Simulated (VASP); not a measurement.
Wanted: the native input for a VASP 6.6.1 run.

```yaml
Task: single point
Functional: RPBE
Potentials_or_basis: VASP PAW PBE potentials, release 64 (P)
Cutoff: 520 eV
k_mesh: 14 × 14 × 14
Occupations: fermi-dirac, width 0.1 eV
Spin: no spin polarisation
Dipole_correction: no
Further_INCAR_settings: ALGO = Normal; EDIFF = 1e-07; NBANDS = 8
```

The structure of P lies in POSCAR:

```
P
1.0
    2.4562692664      0.0000000000      0.0000000000
    0.0000000000      2.4562692664      0.0000000000
    0.0000000000      0.0000000000      2.4562692664
P
1
Direct
    0.0000000000      0.0000000000      0.0000000000
```

The input as run:

INCAR

```
SYSTEM = P
  PREC = Accurate
  ENCUT = 520
  EDIFF = 1E-7
  ISMEAR = -1
  SIGMA = 0.1
  LREAL = .False.
  LASPH = .True.
  NELM = 80
  ALGO = Normal
  ISIF = 2
  LWAVE = .False.
  LCHARG = .False.
  GGA = RP
  NBANDS = 8
```

KPOINTS

```
regular mesh
0
Gamma
  14 14 14
  0 0 0
```

Potentials or basis: VASP PAW PBE potentials, release 64 (P).

The run is started by

```bash
$ cat potpaw_PBE.64/P/POTCAR > POTCAR
$ mpirun -np 1 vasp_std > vasp.out
```

It gave:

| Property | Result |
| --- | --- |
| Pressure | 0.3 GPa |

Caveat: the PAW data sets were made with another functional, which shifts forces and pressure a little.

Run time: 8.3 s on 1 thread of Intel(R) Xeon(R) Platinum 8259CL CPU @ 2.50GHz (Skylake/Cascade Lake), on a shared host, peak memory 0.12 GiB.
